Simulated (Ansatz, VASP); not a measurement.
## SnO2 in VASP and in Ansatz

```
CELL_PARAMETERS angstrom
1.68178 0.97097 4.80059
-1.68178 0.97097 4.80059
0.00000 -1.94195 4.80059
ATOMIC_POSITIONS crystal
Sn 0.50000 0.50000 0.50000
O 0.23717 0.23717 0.23717
O 0.76283 0.76283 0.76283
```

Change from the starting cell: strain +0.040 along x and y, +0.000 along z, atoms carried along.

Alike in both runs: task single point; functional r2SCAN; k mesh 12 × 12 × 12; occupations gaussian, width 0.05 eV; no spin polarisation.

```csv
,VASP,Ansatz
version,VASP 6.6.1,Ansatz 0.2.0
potentials or method,"VASP PAW PBE potentials, release 64 (Sn_d, O), cutoff 520 eV","scalar-relativistic, plane waves, PAW"
valence electrons in the cell,26,26
```

|  | VASP | Ansatz | Ansatz less VASP |
| --- | --- | --- | --- |
| gap on the k mesh at the Fermi level (eV) | 1.62 | 1.63 | +0.011 |
| least direct gap on the mesh (eV) | 1.67 | 1.68 | +0.009 |
| pressure (GPa) | -16.9 | -17.6 | -0.66 |
| traceless stress, the component that is largest in VASP (GPa) | 7.09 | 7.52 | +0.433 |
| rms of the force components (eV/Å) | 0.527 | 0.556 | +0.0287 |

VASP's potentials were made for PBE, not for r2SCAN. Atom by atom the forces differ by 0.029 eV/Å (rms over components).
